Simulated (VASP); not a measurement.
# NiO (P-6m2) in VASP: single point with PBE-based screened hybrid with 25 % exact exchange

Aim: the single point of NiO with PBE-based screened hybrid with 25 % exact exchange.

Everything below comes from runs of VASP 6.6.1. Logs are shortened: lines on timing, memory, paths and dates and some standing lists are left out, and cuts for length are marked.

## 1. The cell of the first run

It takes space group P-6m2 (No. 187, hexagonal). Conventional cell: a = 2.830 Å, b = 2.830 Å, c = 2.693 Å, α = 90.00°, β = 90.00°, γ = 120.00°. Within 2.9 Å of Ni (site symmetry -6m2) lie 6 O at 2.12 Å and 8 Ni at 2.69 to 2.83 Å. Within 2.9 Å of O (site symmetry -6m2) lie 6 Ni at 2.12 Å and 8 O at 2.69 to 2.83 Å.

## 2. Single point, PBE-based screened hybrid with 25 % exact exchange, collinear spin, ferromagnetic start

Input file POSCAR:

```
NiO
1.0
    2.8303318332     -0.0000000029      0.0000000000
   -1.4151659141      2.4511392702      0.0000000000
    0.0000000000      0.0000000000      2.6926531827
Ni O
1 1
Direct
    0.0000000000      0.0000000000      0.0000000000
    0.6666666667      0.3333333333      0.5000000000
```

Input file INCAR.step1:

```
SYSTEM = NiO
PREC = Accurate
ENCUT = 520
EDIFF = 1E-5
ISMEAR = -1
SIGMA = 0.05
LREAL = .False.
LASPH = .True.
NELM = 150
ALGO = Normal
ISIF = 2
LWAVE = .True.
LCHARG = .False.
ISPIN = 2
MAGMOM = 1 0
LORBIT = 11
LMAXMIX = 4
GGA = PE
NBANDS = 19
```

Input file INCAR.step2:

```
SYSTEM = NiO
PREC = Accurate
ENCUT = 520
EDIFF = 1E-7
ISMEAR = -1
SIGMA = 0.05
LREAL = .False.
LASPH = .True.
NELM = 150
ALGO = Normal
ISIF = 2
LWAVE = .False.
LCHARG = .False.
ISPIN = 2
MAGMOM = 1 0
LORBIT = 11
LMAXMIX = 4
GGA = PE
LHFCALC = .True.
AEXX = 0.25
HFSCREEN = 0.3
PRECFOCK = Normal
ISTART = 1
NBANDS = 19
```

Input file KPOINTS:

```
Automatic mesh
0
Gamma
  6 6 5
  0 0 0
```

Potentials or basis: VASP PAW PBE potentials, release 64 (Ni, O).

On the command line:

```console
$ cat potpaw_PBE.64/Ni/POTCAR potpaw_PBE.64/O/POTCAR > POTCAR
$ cp INCAR.step1 INCAR
$ mpirun -np 1 vasp_std > vasp.out
$ cp INCAR.step2 INCAR
$ mpirun -np 1 vasp_std > vasp.out
```

OUTCAR:

```text
SYSTEM = NiO
   PREC = Accurate
   ENCUT = 520
   EDIFF = 1E-7
   ISMEAR = -1
   LREAL = .False.
   LASPH = .True.
   NELM = 150
   ISIF = 2
   ISPIN = 2
   LORBIT = 11
   GGA = PE
   LHFCALC = .True.
   AEXX = 0.25
   HFSCREEN = 0.3
   PRECFOCK = Normal
   ISTART = 1

 ion  position               nearest neighbor table
   1  0.000  0.000  0.000-   2 2.12   2 2.12   2 2.12   2 2.12   2 2.12   2 2.12
   2  0.667  0.333  0.500-   1 2.12   1 2.12   1 2.12   1 2.12   1 2.12   1 2.12

  LATTYP: Found a hexagonal cell.
 ALAT       =     2.8303318332
 C/A-ratio  =     0.9513560040

  Lattice vectors:

 A1 = (   2.8303318332,  -0.0000000029,   0.0000000000)
 A2 = (  -1.4151659141,   2.4511392702,   0.0000000000)
 A3 = (   0.0000000000,   0.0000000000,   2.6926531827)

Analysis of symmetry for initial positions (statically):
=====================================================================
 Subroutine PRICEL returns:
 Original cell was already a primitive cell.

 Routine SETGRP: Setting up the symmetry group for a
 hexagonal supercell.

 Subroutine GETGRP returns: Found 12 space group operations
 (whereof 12 operations were pure point group operations)
 out of a pool of 24 trial point group operations.

The static configuration has the point symmetry D_3h.

Analysis of symmetry for dynamics (positions and initial velocities):
=====================================================================
 Subroutine PRICEL returns:
 Original cell was already a primitive cell.

 Routine SETGRP: Setting up the symmetry group for a
 hexagonal supercell.

 Subroutine GETGRP returns: Found 12 space group operations
 (whereof 12 operations were pure point group operations)
 out of a pool of 24 trial point group operations.

The dynamic configuration has the point symmetry D_3h.

Analysis of structural, dynamic, and magnetic symmetry:
=====================================================================
 Subroutine PRICEL returns:
 Original cell was already a primitive cell.

 Routine SETGRP: Setting up the symmetry group for a
 hexagonal supercell.

 Subroutine GETGRP returns: Found 12 space group operations
 (whereof 12 operations were pure point group operations)
 out of a pool of 24 trial point group operations.

The overall configuration has the point symmetry D_3h.

 Subroutine INISYM returns: Found 12 space group operations
 (whereof 12 operations are pure point group operations),
 and found     1 'primitive' translations
[... 119 lines left out ...]
   ENCUT4O =  -1.0   cutoff for four orbital integrals eV
   NKREDX  =     1    reduce k-point grid by
   NKREDY  =     1    reduce k-point grid by
   NKREDZ  =     1    reduce k-point grid by
   AEXX    =    0.2500 exact exchange contribution
   HFSCREEN=    0.3000 screening length (either q_TF or 0.3 A-1)
   HFSCREENC=   0.3000 screening length for correlation (either q_TF or 0.3 A-1)
   ENCUTFOCK=  -1.0 apply spherical cutoff to Coloumb kernel
   IVDW    =     0    specifies the selected vdW correction
   LEPSILON=     F    determine dielectric tensor
   LRPA    =     F    only Hartree local field effects (RPA)
 spin polarized calculation
  energy-cutoff  :      520.00
  volume of cell :       18.68
 maximum number of plane-waves:       515
 NGX is ok and might be reduce to    24
  NGX = 16; NGY = 16; NGZ = 16

 number of electron      16.0000002 magnetization       1.9999603

 Free energy of the ion-electron system (eV)
  ---------------------------------------------------
  ext. energy  EPLUGINS =         0.00000000
  ---------------------------------------------------
  free energy    TOTEN  =       -14.85374646 eV

  energy without entropy =      -14.85374646  energy(sigma->0) =      -14.85374646

 E-fermi :   7.6266     XC(G=0): -10.3706

 val. band max:        6.8848618584   @ k =   0.0000   0.0000   0.0000
 cond. band min:       8.3725405847   @ k =   0.3333   0.3333   0.0000
 fundamental gap:      1.4876787263
 Fermi energy:         7.6266378906

 spin component 1

 k-point     1 :       0.0000    0.0000    0.0000
  band No.  band energies     occupation
      1     -14.9273      1.00000
      2       0.7555      1.00000
      3       1.2358      1.00000
      4       1.2358      1.00000
      5       1.2636      1.00000
      6       1.2636      1.00000
[... 438 lines left out ...]
      5       1.6832      1.00000
      6       2.5553      1.00000
[... 11 lines left out ...]
     18      41.4296      0.00000
     19      44.1679      0.00000
 Fermi energy:         7.6266378906

 spin component 2

 k-point     1 :       0.0000    0.0000    0.0000
  band No.  band energies     occupation
      1     -14.3155      1.00000
      2       1.6521      1.00000
      3       2.3674      1.00000
      4       2.3674      1.00000
      5       4.4247      1.00000
      6       6.8849      1.00000
[... 439 lines left out ...]
      6       3.9822      1.00000
[... 11 lines left out ...]
     18      41.9496      0.00000
     19      44.3608      0.00000

------------------------ aborting loop because EDIFF is reached ----------------------------------------

  FORCE on cell =-STRESS in cart. coord.  units (eV):
  Direction    XX          YY          ZZ          XY          YZ          ZX
  --------------------------------------------------------------------------------------
  -------------------------------------------------------------------------------------
  Total        0.0183824      0.0183824      0.0096724     -0.0000000      0.0000000      0.0000000
  in kB        1.5766185      1.5766185      0.8295798     -0.0000000      0.0000000      0.0000000
  external PRESSURE =       1.3276056 kB  Pullay stress =       0.0000000 kB

 VOLUME and BASIS-vectors are now :
 -----------------------------------------------------------------------------
  energy-cutoff  :      520.00
  volume of cell :       18.68
      direct lattice vectors                 reciprocal lattice vectors
     2.830331833 -0.000000003  0.000000000     0.353315462  0.203986777  0.000000000
    -1.415165914  2.451139270  0.000000000     0.000000000  0.407973554  0.000000000
     0.000000000  0.000000000  2.692653183     0.000000000  0.000000000  0.371380914

 POSITION                                       TOTAL-FORCE (eV/Angst)
 -----------------------------------------------------------------------------------
      0.00000      0.00000      0.00000        -0.000000     -0.000000      0.000000
      1.41517      0.81705      1.34633         0.000000      0.000000      0.000000
 -----------------------------------------------------------------------------------
    total drift:                                0.000001      0.000000     -0.000000

  FREE ENERGIE OF THE ION-ELECTRON SYSTEM (eV)
  ---------------------------------------------------
  free  energy   TOTEN  =       -14.8537464637 eV

  energy  without entropy=      -14.8537464573  energy(sigma->0) =      -14.85374646

 total charge

# of ion       s       p       d       tot
------------------------------------------
    1        0.327   0.422   8.119   8.867
    2        1.559   3.471   0.000   5.031
--------------------------------------------------
tot          1.886   3.893   8.119  13.898

 magnetization (x)

# of ion       s       p       d       tot
------------------------------------------
    1       -0.001  -0.001   1.699   1.697
    2        0.023   0.252   0.000   0.275
--------------------------------------------------
tot          0.022   0.251   1.699   1.972
```

OSZICAR.step1:

```text
N       E                     dE             d eps       ncg     rms          rms(c)
DAV:   1     0.867417402644E+02    0.86742E+02   -0.70485E+03  1676   0.106E+03
DAV:   2    -0.825257523407E+01   -0.94994E+02   -0.82677E+02  1625   0.237E+02
DAV:   3    -0.136615556369E+02   -0.54090E+01   -0.51180E+01  1820   0.571E+01
DAV:   4    -0.137116056876E+02   -0.50050E-01   -0.49991E-01  1777   0.543E+00
DAV:   5    -0.137123973622E+02   -0.79167E-03   -0.79162E-03  1857   0.687E-01    0.157E+01
DAV:   6    -0.136171257012E+02    0.95272E-01   -0.16025E+01  2092   0.666E+01    0.241E+01
DAV:   7    -0.111425614254E+02    0.24746E+01   -0.61470E+00  1908   0.579E+01    0.596E+00
DAV:   8    -0.110348425649E+02    0.10772E+00   -0.61617E-01  2158   0.112E+01    0.277E+00
DAV:   9    -0.110375106883E+02   -0.26681E-02   -0.42979E-02  1810   0.205E+00    0.103E+00
DAV:  10    -0.110422727596E+02   -0.47621E-02   -0.69224E-03  2028   0.136E+00    0.954E-01
DAV:  11    -0.110449521560E+02   -0.26794E-02   -0.86523E-03  1963   0.119E+00    0.644E-01
DAV:  12    -0.110458182737E+02   -0.86612E-03   -0.17989E-02  2059   0.169E+00    0.311E-01
DAV:  13    -0.110461723036E+02   -0.35403E-03   -0.38252E-03  1969   0.683E-01    0.166E-01
DAV:  14    -0.110462470433E+02   -0.74740E-04   -0.26068E-04  2168   0.192E-01    0.713E-02
DAV:  15    -0.110462514532E+02   -0.44099E-05   -0.17174E-05  1292   0.640E-02
   1 F= -.11046251E+02 E0= -.11039044E+02  d E =-.144147E-01  mag=     1.9513
```

Run time: 69 min. Hardware: 1 thread of Oxide Virtual Turin-like, shared host; peak memory 0.22 GiB.

What came out:

```
Free energy                                           : -14.8537 eV
Pressure                                              : 0.1 GPa
Band gap on the k mesh                                : 1.49 eV (least direct gap 2.02 eV)
Net moment                                            : 2.00 μB per cell
Site moments                                          : Ni +1.70; O +0.28 μB
Valence electrons inside the program's atomic spheres : Ni 8.87; O 5.03
```

Levels at points of the mesh, in eV from the valence-band top:
Spin up:
```csv
k point,band 5,band 6,band 7,band 8,band 9,band 10,band 11,band 12,band 13,band 14
"(0.00, 0.00, 0.00)",-5.62,-5.62,-3.27,-1.23,-1.23,2.02,16.33,17.59,17.59,20.97
"(0.50, 0.00, 0.00)",-5.61,-4.35,-3.48,-3.00,-1.21,7.04,10.46,16.55,19.13,19.40
```
Spin down:
```csv
k point,band 5,band 6,band 7,band 8,band 9,band 10
"(0.00, 0.00, 0.00)",-2.46,0.00,0.00,2.08,2.08,2.43
"(0.50, 0.00, 0.00)",-3.20,-2.13,-1.65,1.89,3.54,7.31
```

Caveat: the k points lie up to 0.47 Å⁻¹ apart; the PAW data sets were made with another functional, which shifts forces and pressure a little; a cell with one magnetic atom can't hold antiferromagnetic order, which such compounds often take. A k mesh can miss the band edges.
